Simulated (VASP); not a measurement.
## WS2: single point with PBE

The system is WS2, a slab with vacuum.

```xyz
9
Lattice="3.1830 0.0000 0.0000 -1.5915 2.7565 0.0000 0.0000 0.0000 28.5322" Properties=species:S:1:pos:R:3 pbc="T T T"
W     1.5915    0.9188   18.8109
W     0.0000    1.8377   25.2662
W     0.0000    1.8377   12.3933
S     1.5915    0.9188   26.8256
S     1.5915    0.9188   13.9531
S     0.0000    1.8377   20.3706
S     1.5915    0.9188   23.7059
S     1.5915    0.9188   10.8340
S     0.0000    1.8377   17.2513
```

```yaml
Program: VASP 6.6.1
Task: single point
Functional: PBE
Potentials_or_basis: VASP PAW PBE potentials, release 64 (W_sv, S)
Cutoff: 520 eV
k_mesh: 12 × 12 × 1
Occupations: gaussian, width 0.05 eV
Spin: no spin polarisation
```

The largest force is 0.595 eV/Å.

Forces in eV/Å, atoms in the order of the input:
```
W    0.000  0.000  0.006
W    0.000  0.000  0.051
W    0.000  0.000 -0.063
S    0.000  0.000  0.595
S    0.000  0.000  0.554
S    0.000  0.000  0.482
S    0.000  0.000 -0.553
S    0.000  0.000 -0.592
S    0.000  0.000 -0.480
```

Levels at points of the mesh, in eV from the Fermi level:
| k point | band 35 | band 36 | band 37 | band 38 | band 39 | band 40 | band 41 | band 42 | band 43 | band 44 |
| --- | --- | --- | --- | --- | --- | --- | --- | --- | --- | --- |
| (0.00, 0.00, 0.00) | -3.64 | -3.64 | -2.37 | -1.99 | -1.59 | -0.44 | 0.77 | 0.79 | 0.79 | 0.79 |
| (0.50, 0.00, 0.00) | -3.44 | -3.31 | -3.06 | -3.04 | -2.92 | 0.84 | 0.85 | 0.94 | 1.22 | 1.26 |

Wall time 5.7 min on 1 thread of Intel(R) Xeon(R) Platinum 8488C (Sapphire Rapids) (shared host), peak memory 0.43 GiB.

Caveat: the cell carries a net charge on a neutralising background, which shifts energy and pressure; the cell is charged against a uniform background, so pressure and absolute levels hang on convention; spin-orbit coupling is left out, which moves the levels of the heavy elements.
